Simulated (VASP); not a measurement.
SiGe: single point with r2SCAN

SiGe:

```
Si Ge
1.0
     3.80684    0.00000    0.00000
    -1.90342    3.29682    0.00000
     0.00000    0.00000    6.45078
Si Ge
2 2
Direct
  0.66667 0.33333 0.87461
  0.33333 0.66667 0.37461
  0.66667 0.33333 0.50039
  0.33333 0.66667 0.00039
```

This cell differs from its parent crystal: strain -0.025 along x and y, +0.000 along z.

| Item | Value |
| --- | --- |
| Program | VASP 6.6.1 |
| Task | single point |
| Functional | r2SCAN |
| Potentials or basis | VASP PAW PBE potentials, release 64 (Si, Ge_d) |
| Cutoff | 520 eV |
| k mesh | 12 × 12 × 4 |
| Occupations | gaussian, width 0.05 eV |
| Spin | no spin polarisation |
| Dipole correction | no |
| Further INCAR settings | ALGO = Normal; EDIFF = 1e-07; NBANDS = 26 |

```yaml
Pressure: 4.9 GPa
Largest_force: 0.327 eV/Å
Band_gap_on_the_k_mesh: 0.70 eV (least direct gap 1.22 eV)
```

Forces on the atoms (eV/Å):
```
Si   0.000  0.000 -0.327
Si   0.000  0.000 -0.327
Ge   0.000  0.000  0.327
Ge   0.000  0.000  0.327
```

Stress tensor (GPa, compression positive):
```
6.90 0.00 0.00
0.00 6.90 0.00
0.00 0.00 0.78
```

Levels at points of the mesh, in eV from the valence-band top:
```
           k point  band 16  band 17  band 18  band 19  band 20  band 21
(0.00, 0.00, 0.00)    -0.40     0.00     0.00     1.22     1.82     2.36
(0.50, 0.00, 0.00)    -3.41    -3.25    -1.75     0.70     2.41     3.47
(0.00, 0.00, 0.50)    -0.97    -0.97    -0.97     1.98     1.98     3.43
(0.50, 0.00, 0.50)    -2.91    -2.74    -2.74     0.92     0.92     1.97
```

Wall time 2.6 min on 1 thread of Intel(R) Xeon(R) 6975P-C (Granite Rapids), with other jobs on the host, peak memory 0.26 GiB.

Caveat: the cell differs from its parent crystal (strain -0.025 along x and y, +0.000 along z); the cell stands under pressure; the PAW data sets were made with another functional, which shifts forces and pressure a little. A k mesh can miss the band edges.
